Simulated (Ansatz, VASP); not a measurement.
One calculation of AgCl, two programs

```
Ag Cl
1.0
     0.00000    2.77266    2.77266
     2.77266    0.00000    2.77266
     2.77266    2.77266    0.00000
Ag Cl
1 1
Cartesian
  0.0000 0.0000 0.0000
  2.7727 2.7727 2.7727
```

Alike in both runs: task single point; functional PBE; k mesh 4 × 4 × 4; no spin polarisation; Hubbard terms Ag d U = 5.5 eV.

|  | VASP | Ansatz |
| --- | --- | --- |
| version | VASP 6.6.1 | Ansatz 0.2.0 |
| potentials or method | VASP PAW PBE potentials, release 64 (Ag, Cl) | scalar-relativistic, plane waves, PAW (harder set) |
| plane-wave cutoff (eV) | 500 | 660 |
| occupations | methfessel-paxton of order 1, width 0.272114 eV | methfessel-paxton of order 1 |
| valence electrons in the cell | 18 | 26 |

|  | VASP | Ansatz | Ansatz less VASP |
| --- | --- | --- | --- |
| gap on the k mesh at the Fermi level (eV) | 1.99 | 1.85 | -0.133 |
| least direct gap on the mesh (eV) | 3.40 | 3.25 | -0.142 |
| pressure (GPa) | 1.2 | 2.7 | +1.56 |

The programs project onto different local orbitals, so the same U acts differently, and such runs can settle in different states. VASP's potentials hold 18 valence electrons a cell and Ansatz's 26, so a difference there can come from the potentials and not from the codes.

The k mesh is coarse, so the values compare programs but aren't converged.
